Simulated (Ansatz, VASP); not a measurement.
Hf: VASP beside Ansatz

File INCAR:

```
PREC = Accurate ; ENCUT = 520
EDIFF = 1E-6 ; ISMEAR = -1
SIGMA = 0.05 ; LREAL = False
LASPH = True ; NELM = 80
ALGO = Normal ; ISIF = 2
LWAVE = False ; LCHARG = False
GGA = PE ; NBANDS = 17
```

Contents of KPOINTS:

```
Automatic mesh
0
Gamma
  12 12 7
```

The input POSCAR:

```
Hf
1.0
    3.1923846315      0.0000000000      0.0000000000
   -1.5961923157      2.7646861895      0.0000000000
    0.0000000000      0.0000000000      5.0450416400
Hf
2
Direct
    0.3333333333      0.6666666667      0.2500000000
    0.6666666667      0.3333333333      0.7500000000
```

Input for Ansatz:

```yaml
crystal:
  lattice:
    - [3.1923846315, 0.0, 0.0]
    - [-1.5961923157, 2.7646861895, 0.0]
    - [0.0, 0.0, 5.04504164]
  atoms:
    - { symbol: Hf, position: [0.3333333333, 0.6666666667, 0.25] }
    - { symbol: Hf, position: [0.6666666667, 0.3333333333, 0.75] }
kpoints:
  mp_grid: { grid: [12, 12, 7] }
  band_path:
    path:
      - [0.0, 0.0, 0.0]
      - [0.5, 0.0, 0.0]
      - [0.3333333333, 0.3333333333, 0.0]
      - [0.0, 0.0, 0.0]
      - [0.0, 0.0, 0.5]
      - [0.5, 0.0, 0.5]
      - [0.3333333333, 0.3333333333, 0.5]
      - [0.0, 0.0, 0.5]
      - [0.5, 0.0, 0.5]
    npoints: 5
scf:
  occupations: { method: fermi_dirac, width: 0.05 }
hamiltonian:
  xc: pbe
  pseudopotentials: { kind: all_electron, lapw: { basis_error: 0.0005 } }
output:
  forces: true
  stress: true
  eigenvalues: true
```

Alike in both runs: task single point; functional PBE; k mesh 12 × 12 × 7; occupations fermi-dirac, width 0.05 eV; no spin polarisation.

|  | VASP | Ansatz |
| --- | --- | --- |
| version | VASP 6.6.1 | Ansatz 0.2.0 |
| potentials or method | VASP PAW PBE potentials, release 64 (Hf_pv), cutoff 520 eV | all-electron LAPW, scalar-relativistic |

|  | VASP | Ansatz | Ansatz less VASP |
| --- | --- | --- | --- |
| pressure (GPa) | 0.9 | 1.4 | +0.46 |
| traceless stress, the component that is largest in VASP (GPa) | 0.04 | 0.11 | +0.076 |

Ansatz ran all-electron here, and VASP with PAW potentials.

Spin-orbit coupling is off throughout.
